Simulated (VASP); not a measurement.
Wanted: the native input for a VASP 6.6.1 run.

```yaml
Task: single point
Functional: PBE
Potentials_or_basis: VASP PAW PBE potentials, release 64 (Hf_pv, In_d, Si, O)
Cutoff: 520 eV
k_mesh: 4 × 4 × 2
Occupations: fermi-dirac, width 0.05 eV
Spin: no spin polarisation
Dipole_correction: no
Further_INCAR_settings: ALGO = Normal; EDIFF = 1e-07; NBANDS = 63
```

The structure of HfIn4SiO6 lies in POSCAR:

```
HfIn4SiO6
1.0
    5.2774300000      0.0000000000      0.0000000000
   -2.6387200000      4.5703900000      0.0000000000
    0.0000000000      0.0000000000     10.5590500000
Hf In Si O
1 4 1 6
Direct
    0.6666700000      0.3333300000      0.0000000000
    0.0000000000      0.0000000000      0.3044600000
    0.0000000000      0.0000000000      0.6955400000
    0.3333300000      0.6666700000      0.7891900000
    0.3333300000      0.6666700000      0.2108100000
    0.0000000000      0.0000000000      0.0000000000
    0.9730000000      0.7049600000      0.8997200000
    0.2950400000      0.0270000000      0.1002800000
    0.2950400000      0.2680400000      0.8997200000
    0.7319600000      0.7049600000      0.1002800000
    0.7319600000      0.0270000000      0.8997200000
    0.9730000000      0.2680400000      0.1002800000
```

The input as run:

INCAR

```
SYSTEM = HfIn4SiO6
PREC = Accurate
ENCUT = 520
EDIFF = 1E-7
ISMEAR = -1
SIGMA = 0.05
LREAL = .FALSE.
LASPH = .TRUE.
NELM = 80
ALGO = Normal
ISIF = 2
LWAVE = .FALSE.
LCHARG = .FALSE.
GGA = PE
NBANDS = 63
```

KPOINTS

```
Automatic mesh
0
G
  4 4 2
  0 0 0
```

Potentials or basis: VASP PAW PBE potentials, release 64 (Hf_pv, In_d, Si, O).

Launch:

```sh
$ cat potpaw_PBE.64/Hf_pv/POTCAR potpaw_PBE.64/In_d/POTCAR potpaw_PBE.64/Si/POTCAR potpaw_PBE.64/O/POTCAR > POTCAR
$ mpirun -np 1 vasp_std > vasp.out
```

Results of the run:

| Property | Result |
| --- | --- |
| Pressure | -0.3 GPa |
| Largest force | 0.146 eV/Å |
| Band gap on the k mesh | 0.35 eV (least direct gap 1.69 eV) |

Caveat: spin-orbit coupling is left out, which moves the levels of the heavy elements.

It took 9.5 min on 1 thread of Intel Xeon 8259CL, on a shared host, peak memory 0.48 GiB.
